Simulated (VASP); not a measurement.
# SnO (P4/nmm) in VASP: single point with PBEsol

Aim: the single point of SnO with PBEsol.

Everything below comes from runs of VASP 6.6.1. Logs are shortened: lines on timing, memory, paths and dates and some standing lists are left out, and cuts for length are marked.

## 1. The cell of the first run

Symmetry: P4/nmm, No. 129, tetragonal system. Conventional cell: a = 3.820 Å, b = 3.820 Å, c = 4.856 Å, α = 90.00°, β = 90.00°, γ = 90.00°. Sn (site symmetry 4mm) has 4 O at 2.23 Å within 2.9 Å. Within 2.9 Å of O (site symmetry -4m2) lie 4 Sn at 2.23 Å and 4 O at 2.70 Å.

## 2. Single point, PBEsol (17.72 Å³/atom)

File INCAR:

```
ALGO = Normal
EDIFF = 1E-6
ENCUT = 520
GGA = PS
ISIF = 2
ISMEAR = 0
LASPH = T
LCHARG = F
LREAL = F
LWAVE = F
NBANDS = 28
NELM = 80
PREC = Accurate
SIGMA = 0.1
```

File KPOINTS:

```
k-points
0
Gamma
  12 12 10
```

File POSCAR:

```
SnO
1.0
    3.8203263954      0.0000000000      0.0000000000
    0.0000000000      3.8203263954      0.0000000000
    0.0000000000      0.0000000000      4.8561388980
Sn O
2 2
Direct
    0.5000000000      0.0000000000      0.2370966205
    0.0000000000      0.5000000000      0.7629033795
    0.0000000000      0.0000000000      0.0000000000
    0.5000000000      0.5000000000      0.0000000000
```

Potentials or basis: VASP PAW PBE potentials, release 64 (Sn_d, O).

Command:

```
> cat potpaw_PBE.64/Sn_d/POTCAR potpaw_PBE.64/O/POTCAR > POTCAR
> mpirun -np 1 vasp_std > vasp.out
```

OUTCAR:

```text
EDIFF = 1E-6
   ENCUT = 520
   GGA = PS
   ISIF = 2
   ISMEAR = 0
   LASPH = T
   LREAL = F
   NELM = 80
   PREC = Accurate

 ion  position               nearest neighbor table
   1  0.500  0.000  0.237-   3 2.23   4 2.23   4 2.23   3 2.23   2 3.55   2 3.55   2 3.55   2 3.55
                             2 3.72   2 3.72   2 3.72   2 3.72
   2  0.000  0.500  0.763-   3 2.23   4 2.23   3 2.23   4 2.23   1 3.55   1 3.55   1 3.55   1 3.55
                             1 3.72   1 3.72   1 3.72   1 3.72
   3  0.000  0.000  0.000-   1 2.23   2 2.23   2 2.23   1 2.23
   4  0.500  0.500  0.000-   1 2.23   2 2.23   1 2.23   2 2.23

  LATTYP: Found a simple tetragonal cell.
 ALAT       =     3.8203263954
 C/A-ratio  =     1.2711319388

  Lattice vectors:

 A1 = (   3.8203263954,   0.0000000000,   0.0000000000)
 A2 = (   0.0000000000,   3.8203263954,   0.0000000000)
 A3 = (   0.0000000000,   0.0000000000,   4.8561388980)

Analysis of symmetry for initial positions (statically):
=====================================================================
 Subroutine PRICEL returns:
 Original cell was already a primitive cell.

 Routine SETGRP: Setting up the symmetry group for a
 simple tetragonal supercell.

 Subroutine GETGRP returns: Found 16 space group operations
 (whereof  8 operations were pure point group operations)
 out of a pool of 16 trial point group operations.

The static configuration has the point symmetry D_2d.
 The point group associated with its full space group is D_4h.

Analysis of symmetry for dynamics (positions and initial velocities):
=====================================================================
 Subroutine PRICEL returns:
 Original cell was already a primitive cell.

 Routine SETGRP: Setting up the symmetry group for a
 simple tetragonal supercell.

 Subroutine GETGRP returns: Found 16 space group operations
 (whereof  8 operations were pure point group operations)
 out of a pool of 16 trial point group operations.

The dynamic configuration has the point symmetry D_2d.
 The point group associated with its full space group is D_4h.

 Subroutine INISYM returns: Found 16 space group operations
 (whereof  8 operations are pure point group operations),
 and found     1 'primitive' translations

----------------------------------------------------------------------------------------

                                     Primitive cell

  volume of cell :      70.8748

  direct lattice vectors                    reciprocal lattice vectors
     3.820326395  0.000000000  0.000000000     0.261757739  0.000000000  0.000000000
     0.000000000  3.820326395  0.000000000     0.000000000  0.261757739  0.000000000
     0.000000000  0.000000000  4.856138898     0.000000000  0.000000000  0.205924917

  length of vectors
     3.820326395  3.820326395  4.856138898     0.261757739  0.261757739  0.205924917

  position of ions in fractional coordinates (direct lattice)
     0.500000000  0.000000000  0.237096620
     0.000000000  0.500000000  0.762903380
     0.000000000  0.000000000  0.000000000
     0.500000000  0.500000000  0.000000000

  ion indices of the primitive-cell ions
   primitive index   ion index
                 1           1
                 2           2
                 3           3
                 4           4

----------------------------------------------------------------------------------------

 KPOINTS: k-points

Automatic generation of k-mesh.
 Grid dimensions read from file:
 generate k-points for:   12   12   10

 Generating k-lattice:

  Cartesian coordinates                     Fractional coordinates (reciprocal lattice)
     0.021813145  0.000000000  0.000000000     0.083333333  0.000000000  0.000000000
     0.000000000  0.021813145  0.000000000     0.000000000  0.083333333  0.000000000
     0.000000000  0.000000000  0.020592492     0.000000000  0.000000000  0.100000000

  Length of vectors
     0.021813145  0.021813145  0.020592492

  Shift w.r.t. Gamma in fractional coordinates (k-lattice)
     0.000000000  0.000000000  0.000000000

 Subroutine IBZKPT returns following result:
 ===========================================

 Found    168 irreducible k-points:

 Following reciprocal coordinates:
            Coordinates               Weight
  0.000000  0.000000  0.000000      1.000000
  0.083333  0.000000  0.000000      4.000000
  0.166667  0.000000  0.000000      4.000000
  0.250000  0.000000  0.000000      4.000000
  0.333333  0.000000  0.000000      4.000000
  0.416667  0.000000  0.000000      4.000000
[... 16 lines left out ...]
  0.333333  0.333333  0.000000      4.000000
  0.416667  0.333333  0.000000      8.000000
 [... further k-points ...]
   k-points           NKPTS =    168   k-points in BZ     NKDIM =    168   number of bands    NBANDS=     28
   number of dos      NEDOS =    301   number of ions     NIONS =      4
   total plane-waves  NPLWV =  28224
   dimension x,y,z NGX =    28 NGY =   28 NGZ =   36
   dimension x,y,z NGXF=    56 NGYF=   56 NGZF=   72
   ions per type =               2   2
   NGX,Y,Z   is equivalent  to a cutoff of  12.18, 12.18, 12.32 a.u.
   NGXF,Y,Z  is equivalent  to a cutoff of  24.37, 24.37, 24.65 a.u.
 SYSTEM =  unknown system
   PREC   = accura    normal or accurate (medium, high low for compatibility)
   ISTART =      0    job   : 0-new  1-cont  2-samecut
   ICHARG =      2    charge: 1-file 2-atom 10-const
   ISPIN  =      1    spin polarized calculation?
   LNONCOLLINEAR =      F non collinear calculations
   LSORBIT =      F    spin-orbit coupling
   LASPH  =      T    aspherical Exc in radial PAW
   ENCUT  =  520.0 eV  38.22 Ry    6.18 a.u.   7.10  7.10  9.03*2*pi/ulx,y,z
   NELM   =     80;   NELMIN=  2; NELMDL= -5     # of ELM steps
   EDIFF  = 0.1E-05   stopping-criterion for ELM
   LREAL  =      F    real-space projection
   EDIFFG = 0.1E-04   stopping-criterion for IOM
   NSW    =      0    number of steps for IOM
   IBRION =     -1    ionic relax: 0-MD 1-quasi-New 2-CG
   NFREE  =      0    steps in history (QN), initial steepest desc. (CG)
   ISIF   =      2    stress and relaxation
   ISYM   =      2    0-nonsym 1-usesym 2-fastsym
   POTIM  = 0.5000    time-step for ionic-motion
   TEBEG  =    0.0;   TEEND  =   0.0 temperature during run
   PSTRESS=    0.0 pullay stress
   NELECT =      40.0000    total number of electrons
   NUPDOWN=      -1.0000    fix difference up-down
   EMIN   =  10.00;   EMAX   =-10.00  energy-range for DOS
   EFERMI =   0.00;   METHOD = LEGACY
   ISMEAR =     0;   SIGMA  =   0.10  broadening in eV -4-tet -1-fermi 0-gaus
   EFERMI_NEDOS =   21; number of points for ismear=-14 and -15
   IALGO  =     38    algorithm
   IMIX   =      4    mixing-type and parameters
     AMIX     =   0.40;   BMIX     =  1.00
     AMIX_MAG =   1.60;   BMIX_MAG =  1.00
  volume/ion in A,a.u.               =      17.72       119.57
  Fermi-wavevector in a.u.,A,eV,Ry     =   1.352895  2.556601 24.903088  1.830325
  Thomas-Fermi vector in A             =   2.480196
   LORBIT       =      0    0 simple, 1 ext, 2 COOP (PROOUT), +10 PAW based schemes
   GGA     = PS    functional components
   LHFCALC =     F    Hartree Fock is set to
   AEXX    =    0.0000 exact exchange contribution
   IVDW    =     0    specifies the selected vdW correction
   LEPSILON=     F    determine dielectric tensor
   LRPA    =     F    only Hartree local field effects (RPA)
 non-spin polarized calculation
 Gauss-broadening in eV      SIGMA  =   0.10
  energy-cutoff  :      520.00
  volume of cell :       70.87
 maximum number of plane-waves:      1930
   NGX = 15   NGY = 15   NGZ = 19

 number of electron      39.9999979 magnetization

 Free energy of the ion-electron system (eV)
  ---------------------------------------------------
  ext. energy  EPLUGINS =         0.00000000
  ---------------------------------------------------
  free energy    TOTEN  =       -24.20963919 eV

  energy without entropy =      -24.20933410  energy(sigma->0) =      -24.20948664

 E-fermi :   6.9367     XC(G=0): -10.4238

 val. band max:        6.8449526719   @ k =   0.0833   0.0833   0.0000
 cond. band min:       6.9373745408   @ k =   0.5000   0.5000   0.0000
 fundamental gap:      0.0924218689
 Fermi energy:         6.9366727876

 k-point     1 :       0.0000    0.0000    0.0000
  band No.  band energies     occupation
      1     -15.0133      2.00000
      2     -14.5817      2.00000
      3     -14.5817      2.00000
      4     -14.5770      2.00000
      5     -14.5342      2.00000
      6     -14.5287      2.00000
[... 20 lines left out ...]
     27      13.5646      0.00000
     28      13.9603      0.00000

 k-point     2 :       0.0833    0.0000    0.0000
  band No.  band energies     occupation
      1     -15.0096      2.00000
      2     -14.5803      2.00000
      3     -14.5800      2.00000
      4     -14.5758      2.00000
      5     -14.5349      2.00000
      6     -14.5262      2.00000
[... 20 lines left out ...]
     27      13.6982      0.00000
     28      14.5504      0.00000

 k-point     3 :       0.1667    0.0000    0.0000
  band No.  band energies     occupation
      1     -14.9987      2.00000
      2     -14.5966      2.00000
      3     -14.5760      2.00000
      4     -14.5753      2.00000
      5     -14.5464      2.00000
      6     -14.5367      2.00000
[... 20 lines left out ...]
     27      13.8425      0.00000
     28      15.8163      0.00000

 k-point     4 :       0.2500    0.0000    0.0000
  band No.  band energies     occupation
      1     -14.9815      2.00000
      2     -14.6735      2.00000
      3     -14.5689      2.00000
      4     -14.5682      2.00000
      5     -14.5444      2.00000
      6     -14.5392      2.00000
[... 578 lines left out ...]
     27      14.5627      0.00000
     28      14.5627      0.00000

 k-point    23 :       0.3333    0.3333    0.0000
  band No.  band energies     occupation
      1     -14.9593      2.00000
      2     -14.8760      2.00000
      3     -14.5522      2.00000
      4     -14.5468      2.00000
      5     -14.5439      2.00000
      6     -14.5307      2.00000
[... 20 lines left out ...]
     27      13.7881      0.00000
     28      14.9802      0.00000

 k-point    24 :       0.4167    0.3333    0.0000
  band No.  band energies     occupation
      1     -14.9534      2.00000
      2     -14.9123      2.00000
      3     -14.5497      2.00000
      4     -14.5479      2.00000
      5     -14.5391      2.00000
      6     -14.5266      2.00000
[... 20 lines left out ...]
     27      14.1464      0.00000
     28      14.5865      0.00000

 [... further k-points ...]

------------------------ aborting loop because EDIFF is reached ----------------------------------------

  FORCE on cell =-STRESS in cart. coord.  units (eV):
  Direction    XX          YY          ZZ          XY          YZ          ZX
  --------------------------------------------------------------------------------------
  -------------------------------------------------------------------------------------
  Total       -0.3262973     -0.3262973     -0.2704065      0.0000000      0.0000000      0.0000000
  in kB       -7.3761883     -7.3761883     -6.1127373      0.0000000      0.0000000      0.0000000
  external PRESSURE =      -6.9550380 kB  Pullay stress =       0.0000000 kB

 VOLUME and BASIS-vectors are now :
 -----------------------------------------------------------------------------
  energy-cutoff  :      520.00
  volume of cell :       70.87
      direct lattice vectors                 reciprocal lattice vectors
     3.820326395  0.000000000  0.000000000     0.261757739  0.000000000  0.000000000
     0.000000000  3.820326395  0.000000000     0.000000000  0.261757739  0.000000000
     0.000000000  0.000000000  4.856138898     0.000000000  0.000000000  0.205924917

 POSITION                                       TOTAL-FORCE (eV/Angst)
 -----------------------------------------------------------------------------------
      1.91016      0.00000      1.15137         0.000000      0.000000      0.081232
      0.00000      1.91016      3.70476        -0.000000      0.000000     -0.081232
      0.00000      0.00000      0.00000        -0.000000     -0.000000      0.000000
      1.91016      1.91016      0.00000         0.000000      0.000000      0.000000
 -----------------------------------------------------------------------------------
    total drift:                                0.000000      0.000000     -0.000000

  FREE ENERGIE OF THE ION-ELECTRON SYSTEM (eV)
  ---------------------------------------------------
  free  energy   TOTEN  =       -24.2096391878 eV

  energy  without entropy=      -24.2093341012  energy(sigma->0) =      -24.20948664
```

Wall time 95 s (1 thread of Intel Xeon 6975P-C (Granite Rapids), shared host); peak memory 0.37 GiB.

Results:

```
Free energy            : -24.2096 eV
Pressure               : -0.7 GPa
Largest force          : 0.081 eV/Å
Band gap on the k mesh : 0.09 eV (least direct gap 1.94 eV)
```

Forces on the atoms (eV/Å):
```
Sn   0.000  0.000  0.081
Sn   0.000  0.000 -0.081
O    0.000  0.000  0.000
O    0.000  0.000  0.000
```

Caveat: semilocal functionals underestimate gaps, and a narrow one can read as zero; the PAW data sets were made with another functional, which shifts forces and pressure a little; spin-orbit coupling is left out, which moves the levels of the heavy elements.
